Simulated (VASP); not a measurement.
Input of a VASP 6.6.1 run:

INCAR

```
SYSTEM = Sb
PREC = Accurate
ENCUT = 520
EDIFF = 1E-6
ISMEAR = -1
SIGMA = 0.05
LREAL = .FALSE.
LASPH = .TRUE.
NELM = 60
ALGO = Normal
ISIF = 2
LWAVE = .FALSE.
LCHARG = .TRUE.
GGA = RE
LELF = .TRUE.
LVHAR = .TRUE.
NBANDS = 8
```

The input KPOINTS:

```
Automatic mesh
0
G
  8 8 8
  0 0 0
```

The input POSCAR:

```
Sb
1.0
    3.1320059269      0.0000000000      0.0000000000
    0.0000000000      3.1320059269      0.0000000000
    0.0000000000      0.0000000000      3.1320059269
Sb
1
Direct
    0.0000000000      0.0000000000      0.0000000000
```

Potentials or basis: VASP PAW PBE potentials, release 64 (Sb).

The run is started by

```console
$ cat potpaw_PBE.64/Sb/POTCAR > POTCAR
$ mpirun -np 1 vasp_std > vasp.out
```

Question: Estimate the pressure.

Answer: -0.1 GPa.

Caveat: the PAW data sets were made with another functional, which shifts forces and pressure a little.
